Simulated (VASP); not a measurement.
# Sn (P6_3/mmc) in VASP: a series of runs, part 2 of 2

VASP 6.6.1.

**4. Single point, r2SCAN (volume changed by -6%)**

POSCAR

```
Sn
1.0
    4.5403243833      0.0000000000      0.0000000000
   -2.2701621917      3.9320362574      0.0000000000
    0.0000000000      0.0000000000      7.4584627013
Sn
4
Direct
    0.3333333333      0.6666666667      0.0002405554
    0.6666666667      0.3333333333      0.5002405554
    0.3333333333      0.6666666667      0.3747594446
    0.6666666667      0.3333333333      0.8747594446
```

INCAR.step1

```
SYSTEM = Sn
  PREC = Accurate
  ENCUT = 520
  ISMEAR = -1
  SIGMA = 0.02
  LREAL = .False.
  LASPH = .True.
  NELM = 100
  NBANDS = 36
  GGA = PE
  ALGO = Normal
  EDIFF = 1E-4
  LWAVE = .True.
  LCHARG = .False.
```

INCAR.step2

```
SYSTEM = Sn
  PREC = Accurate
  ENCUT = 520
  EDIFF = 1E-6
  ISMEAR = -1
  SIGMA = 0.02
  LREAL = .False.
  LASPH = .True.
  NELM = 100
  ALGO = Normal
  ISIF = 2
  LWAVE = .False.
  LCHARG = .True.
  METAGGA = R2SCAN
  LMIXTAU = .True.
  LELF = .True.
  LVHAR = .True.
  NBANDS = 36
  ISTART = 1
```

KPOINTS

```
regular mesh
0
Gamma
  6 6 4
  0 0 0
```

Potentials or basis: VASP PAW PBE potentials, release 64 (Sn_d).

Command:

```bash
$ cat potpaw_PBE.64/Sn_d/POTCAR > POTCAR
$ cp INCAR.step1 INCAR
$ mpirun -np 1 vasp_std > vasp.out
$ cp INCAR.step2 INCAR
$ mpirun -np 1 vasp_std > vasp.out
```

OUTCAR:

```text
SYSTEM = Sn
   PREC = Accurate
   ENCUT = 520
   EDIFF = 1E-6
   ISMEAR = -1
   LREAL = .False.
   LASPH = .True.
   NELM = 100
   ISIF = 2
   METAGGA = R2SCAN
   ISTART = 1

 ion  position               nearest neighbor table
   1  0.333  0.667  0.000-   4 2.78   4 2.78   4 2.78   3 2.79
   2  0.667  0.333  0.500-   3 2.78   3 2.78   3 2.78   4 2.79
   3  0.333  0.667  0.375-   2 2.78   2 2.78   2 2.78   1 2.79
   4  0.667  0.333  0.875-   1 2.78   1 2.78   1 2.78   2 2.79

  LATTYP: Found a hexagonal cell.
 ALAT       =     4.5403243833
 C/A-ratio  =     1.6427158220

  Lattice vectors:

 A1 = (   4.5403243833,   0.0000000000,   0.0000000000)
 A2 = (  -2.2701621917,   3.9320362574,   0.0000000000)
 A3 = (   0.0000000000,   0.0000000000,   7.4584627013)

Analysis of symmetry for initial positions (statically):
=====================================================================
 Subroutine PRICEL returns:
 Original cell was already a primitive cell.

 Routine SETGRP: Setting up the symmetry group for a
[... 166 lines left out ...]
  free energy    TOTEN  =       -98.82529179 eV

  energy without entropy =      -98.82512495  energy(sigma->0) =      -98.82520837

 E-fermi :   5.9249     XC(G=0):  -9.7093

 val. band max:        5.8727931294   @ k =   0.0000   0.0000   0.0000
 cond. band min:       5.9928599735   @ k =   0.0000   0.0000   0.0000
 fundamental gap:      0.1200668441
 Fermi energy:         5.9248548411

 k-point     1 :       0.0000    0.0000    0.0000
  band No.  band energies     occupation
      1     -16.6488      2.00000
      2     -16.6488      2.00000
      3     -16.5906      2.00000
      4     -16.5849      2.00000
      5     -16.5849      2.00000
      6     -16.5657      2.00000
[... 808 lines left out ...]
     35      11.6548      0.00000
     36      11.6548      0.00000

------------------------ aborting loop because EDIFF is reached ----------------------------------------

  FORCE on cell =-STRESS in cart. coord.  units (eV):
  Direction    XX          YY          ZZ          XY          YZ          ZX
  --------------------------------------------------------------------------------------
  -------------------------------------------------------------------------------------
  Total        2.5391364      2.5391364      2.5869417     -0.0000000     -0.0000000     -0.0000000
  in kB       30.5522287     30.5522287     31.1274477     -0.0000000     -0.0000000     -0.0000000
  external PRESSURE =      30.7439684 kB  Pullay stress =       0.0000000 kB

 VOLUME and BASIS-vectors are now :
 -----------------------------------------------------------------------------
  energy-cutoff  :      520.00
  volume of cell :      133.15
      direct lattice vectors                 reciprocal lattice vectors
     4.540324383  0.000000000  0.000000000     0.220248580  0.127160577  0.000000000
    -2.270162192  3.932036257  0.000000000     0.000000000  0.254321154  0.000000000
     0.000000000  0.000000000  7.458462701     0.000000000  0.000000000  0.134075887

 POSITION                                       TOTAL-FORCE (eV/Angst)
 -----------------------------------------------------------------------------------
     -0.00000      2.62136      0.00179         0.000000     -0.000000      0.019357
      2.27016      1.31068      3.73103        -0.000000      0.000000      0.019357
     -0.00000      2.62136      2.79513         0.000000     -0.000000     -0.019357
      2.27016      1.31068      6.52436        -0.000000      0.000000     -0.019357
 -----------------------------------------------------------------------------------
    total drift:                               -0.000000      0.000000      0.000000

  FREE ENERGIE OF THE ION-ELECTRON SYSTEM (eV)
  ---------------------------------------------------
  free  energy   TOTEN  =       -98.8252917931 eV

  energy  without entropy=      -98.8251249529  energy(sigma->0) =      -98.82520837
```

OSZICAR.step1:

```text
N       E                     dE             d eps       ncg     rms          rms(c)
DAV:   1     0.572981062013E+03    0.57298E+03   -0.28939E+04  1540   0.233E+03
DAV:   2     0.646231648201E+02   -0.50836E+03   -0.50054E+03  1512   0.591E+02
DAV:   3    -0.116393640625E+02   -0.76263E+02   -0.75571E+02  1700   0.199E+02
DAV:   4    -0.151518587332E+02   -0.35125E+01   -0.35029E+01  1748   0.486E+01
DAV:   5    -0.152525445456E+02   -0.10069E+00   -0.10068E+00  1936   0.827E+00    0.475E+00
DAV:   6    -0.151564770258E+02    0.96068E-01   -0.74050E-02  1992   0.235E+00    0.281E+00
DAV:   7    -0.151088463145E+02    0.47631E-01   -0.11052E-01  1660   0.276E+00    0.238E-01
DAV:   8    -0.151133325646E+02   -0.44863E-02   -0.16443E-02  1676   0.126E+00    0.718E-02
DAV:   9    -0.151135834289E+02   -0.25086E-03   -0.85944E-04  1860   0.277E-01    0.392E-02
DAV:  10    -0.151138112486E+02   -0.22782E-03   -0.42948E-04  1240   0.111E-01    0.137E-02
DAV:  11    -0.151138203770E+02   -0.91284E-05   -0.23504E-05  1024   0.345E-02
   1 F= -.15113820E+02 E0= -.15113542E+02  d E =-.555971E-03
```

Wall time 3.8 min (1 thread of Intel Xeon Platinum 8488C (Sapphire Rapids), shared host); peak memory 0.31 GiB.

Results:

- Free energy: -98.8253 eV
- Pressure: 3.1 GPa
- Largest force: 0.019 eV/Å
- Band gap on the k mesh: 0.12 eV, direct

Forces on the atoms (eV/Å):
```
Sn   0.000  0.000  0.019
Sn   0.000  0.000  0.019
Sn   0.000  0.000 -0.019
Sn   0.000  0.000 -0.019
```

Caveat: the PAW data sets were made with another functional, which shifts forces and pressure a little; spin-orbit coupling is left out, which moves the levels of the heavy elements. A k mesh can miss the band edges.

**5. Single point, r2SCAN (volume changed by -3%)**

POSCAR

```
Sn
1.0
    4.5881207840      0.0000000000      0.0000000000
   -2.2940603920      3.9734291545      0.0000000000
    0.0000000000      0.0000000000      7.5369786049
Sn
4
Direct
    0.3333333333      0.6666666667      0.0002405554
    0.6666666667      0.3333333333      0.5002405554
    0.3333333333      0.6666666667      0.3747594446
    0.6666666667      0.3333333333      0.8747594446
```

INCAR.step1

```
ALGO = Normal
EDIFF = 1E-4
ENCUT = 520
GGA = PE
ISMEAR = -1
LASPH = T
LCHARG = F
LREAL = F
LWAVE = T
NBANDS = 36
NELM = 80
PREC = Accurate
SIGMA = 0.02
```

INCAR.step2

```
ALGO = Normal
EDIFF = 1E-6
ENCUT = 520
ISIF = 2
ISMEAR = -1
ISTART = 1
LASPH = T
LCHARG = F
LMIXTAU = T
LREAL = F
LWAVE = F
METAGGA = R2SCAN
NBANDS = 36
NELM = 80
PREC = Accurate
SIGMA = 0.02
```

KPOINTS

```
k-points
0
Gamma
  6 6 4
```

Command:

```bash
$ cat potpaw_PBE.64/Sn_d/POTCAR > POTCAR
$ cp INCAR.step1 INCAR
$ mpirun -np 1 vasp_std > vasp.out
$ cp INCAR.step2 INCAR
$ mpirun -np 1 vasp_std > vasp.out
```

Run time: 5.4 min. Hardware: 1 thread of Intel Xeon Platinum 8488C (Sapphire Rapids), shared host; peak memory 0.31 GiB.

Results (log left out):

```yaml
Free_energy: -98.8856 eV
Pressure: 1.4 GPa
Largest_force: 0.011 eV/Å
Band_gap_on_the_k_mesh: 0.16 eV, indirect (least direct gap 0.17 eV)
```

Forces on the atoms (eV/Å):
```
Sn   0.000  0.000  0.011
Sn   0.000  0.000  0.011
Sn   0.000  0.000 -0.011
Sn   0.000  0.000 -0.011
```

Levels at points of the mesh, in eV from the valence-band top:
| k point | band 26 | band 27 | band 28 | band 29 | band 30 | band 31 |
| --- | --- | --- | --- | --- | --- | --- |
| (0.00, 0.00, 0.00) | -0.26 | -0.03 | 0.00 | 0.17 | 0.17 | 2.09 |
| (0.50, 0.00, 0.00) | -2.59 | -2.23 | -1.21 | 0.77 | 1.52 | 3.37 |
| (0.00, 0.00, 0.50) | -0.69 | -0.69 | -0.69 | 0.62 | 0.62 | 3.07 |
| (0.50, 0.00, 0.50) | -2.12 | -2.03 | -2.03 | 0.67 | 0.67 | 2.17 |

Caveat: the PAW data sets were made with another functional, which shifts forces and pressure a little; spin-orbit coupling is left out, which moves the levels of the heavy elements. A k mesh can miss the band edges.

**6. The runs side by side**

| level | cell | gap on the mesh (eV) | pressure (GPa) | largest force (eV/Å) |
| --- | --- | --- | --- | --- |
| PBE | a = 4.756, b = 4.756, c = 7.750 Å, angles 90.0, 90.0, 120.0°, 4 atoms | none | -1.1 | 0.01 |
| PBE | a = 4.801, b = 4.801, c = 7.825 Å, angles 90.0, 90.0, 120.0°, 4 atoms | none | -1.9 | 0.01 |
| r2SCAN | a = 4.540, b = 4.540, c = 7.458 Å, angles 90.0, 90.0, 120.0°, 4 atoms | 0.12 | 3.1 | 0.02 |
| r2SCAN | a = 4.588, b = 4.588, c = 7.537 Å, angles 90.0, 90.0, 120.0°, 4 atoms | 0.16 | 1.4 | 0.01 |

Alike in all rows: task single point; potentials or basis VASP PAW PBE potentials, release 64 (Sn_d); no spin polarisation; k mesh 6 × 6 × 4; cutoff (eV) 520; smearing fermi-dirac 0.02 eV.

Caveats: spin-orbit coupling is left out, which moves the levels of the heavy elements; the PAW data sets were made with another functional, which shifts forces and pressure a little (some runs).

Total energies depend on the potentials used, so only differences within one code and one set of settings carry meaning.
